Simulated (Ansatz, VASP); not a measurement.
# Two plane-wave programs on TaRu2

```
Ta Ru
1.0
     0.00000    2.77297    2.77297
     2.77297    0.00000    2.77297
     2.77297    2.77297    0.00000
Ta Ru
1 2
Direct
  0.50000 0.50000 0.50000
  0.75000 0.75000 0.75000
  0.25000 0.25000 0.25000
```

Alike in both runs: task relaxation of cell and atoms; functional PBE; k mesh 6 × 6 × 6; occupations gaussian, width 0.1 eV; no spin polarisation.

```csv
,VASP,Ansatz
version,VASP 6.6.1,Ansatz 0.2.0
potentials or method,"VASP PAW PBE potentials, release 64 (Ta_pv, Ru_pv), cutoff 600 eV","scalar-relativistic, plane waves, PAW"
valence electrons in the cell,39,45
```

|  | VASP | Ansatz | Ansatz less VASP |
| --- | --- | --- | --- |
| gap on the k mesh at the Fermi level, each at its own relaxed structure (eV) | none | none | - |
| relaxed volume (Å³/atom) | 17.84 | 17.83 | -0.017 |
| relaxed length of the cell vector where the two differ most in proportion (Å) | 4.230 | 4.229 | -0.0013 |

A gap of «none» marks a metal or a gap that the smearing closes. VASP's potentials hold 39 valence electrons a cell and Ansatz's 45, so a difference there can come from the potentials and not from the codes.

Neither program's run includes spin-orbit coupling. Noted on VASP's run: the volume moved by over 15 % at a fixed basis, so the end points are rough.
